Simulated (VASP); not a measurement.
Wanted: the native input for a VASP 6.6.1 run.

```
Task                   : single point
Functional             : r2SCAN
Potentials or basis    : VASP PAW PBE potentials, release 64 (Ti_sv, Si)
Cutoff                 : 520 eV
k mesh                 : 10 × 10 × 8
Occupations            : gaussian, width 0.1 eV
Spin                   : no spin polarisation
Dipole correction      : no
Further INCAR settings : ALGO = Normal; EDIFF = 1e-06; NBANDS = 15
```

Crystal: TiSi.

```xyz
2
Lattice="1.8162 -2.1176 0.0000 1.8162 2.1176 0.0000 0.0000 0.0000 3.8039" Properties=species:S:1:pos:R:3 pbc="T T T"
Ti    1.8162    0.0000    0.0000
Si    0.0000    0.0000    1.9020
```

These files were run (other wordings do the same):

POSCAR

```
TiSi
1.0
    1.8161780000     -2.1176240000      0.0000000000
    1.8161780000      2.1176240000      0.0000000000
    0.0000000000      0.0000000000      3.8039340000
Ti Si
1 1
Direct
    0.5000000000      0.5000000000      0.0000000000
    0.0000000000      0.0000000000      0.5000000000
```

INCAR.step1

```
SYSTEM = TiSi
ALGO = Normal
EDIFF = 1E-4
ENCUT = 520
GGA = PE
ISMEAR = 0
LASPH = .TRUE.
LCHARG = .FALSE.
LREAL = .FALSE.
LWAVE = .TRUE.
NBANDS = 15
NELM = 100
PREC = Accurate
SIGMA = 0.1
```

INCAR.step2

```
SYSTEM = TiSi
ALGO = Normal
EDIFF = 1E-6
ENCUT = 520
ISIF = 2
ISMEAR = 0
ISTART = 1
LASPH = .TRUE.
LCHARG = .FALSE.
LMIXTAU = .TRUE.
LREAL = .FALSE.
LWAVE = .FALSE.
METAGGA = R2SCAN
NBANDS = 15
NELM = 100
PREC = Accurate
SIGMA = 0.1
```

KPOINTS

```
k-points
0
G
  10 10 8
  0 0 0
```

Potentials or basis: VASP PAW PBE potentials, release 64 (Ti_sv, Si).

Run with:

```bash
$ cat potpaw_PBE.64/Ti_sv/POTCAR potpaw_PBE.64/Si/POTCAR > POTCAR
$ cp INCAR.step1 INCAR
$ mpirun -np 1 vasp_std > vasp.out
$ cp INCAR.step2 INCAR
$ mpirun -np 1 vasp_std > vasp.out
```

It gave:

The pressure is -1.5 GPa and the band gap on the k mesh is zero (bands 8 and 9 overlap by 1.56 eV).

Caveat: the PAW data sets were made with another functional, which shifts forces and pressure a little.

Run time: 3.7 min on 1 thread of Intel Xeon 8259CL, with other jobs on the host, peak memory 0.2 GiB.
